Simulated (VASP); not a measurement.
ScAl3, 4 atoms in the cell. The structure is cubic, space group Pm-3m (No. 221). The conventional cell has a = 4.105 Å, b = 4.105 Å, c = 4.105 Å, α = 90.00°, β = 90.00°, γ = 90.00°. Within 3.8 Å of Al (site symmetry 4/mmm) lie 8 Al at 2.90 Å and 4 Sc at 2.90 Å. Within 3.8 Å of Sc (site symmetry m-3m) lie 12 Al at 2.90 Å. 

| Quantity | Value |
| --- | --- |
| Program | VASP 6.6.1 |
| Task | single point |
| Functional | PBE |
| Potentials or basis | VASP PAW PBE potentials, release 64 (Al, Sc_sv) |
| Cutoff | 520 eV |
| k mesh | 16 × 16 × 16 |
| Occupations | gaussian, width 0.1 eV |
| Spin | no spin polarisation |
| Dipole correction | no |
| Further INCAR settings | ALGO = Fast; EDIFF = 1e-06; NBANDS = 18 |

Potentials or basis: VASP PAW PBE potentials, release 64 (Al, Sc_sv).

Command:

```bash
$ cat potpaw_PBE.64/Al/POTCAR potpaw_PBE.64/Sc_sv/POTCAR > POTCAR
$ mpirun -np 1 vasp_std > vasp.out
```

Hardware: 1 thread of AMD EPYC 9R45 96-Core Processor (Zen 5) (shared host).

**Question.** Estimate the wall time of this run.

**Answer.** It took 100 s on 1 thread of AMD EPYC 9R45 96-Core Processor (Zen 5), on a shared host, peak memory 0.29 GiB. Counts: scf iterations 17, k points 165.
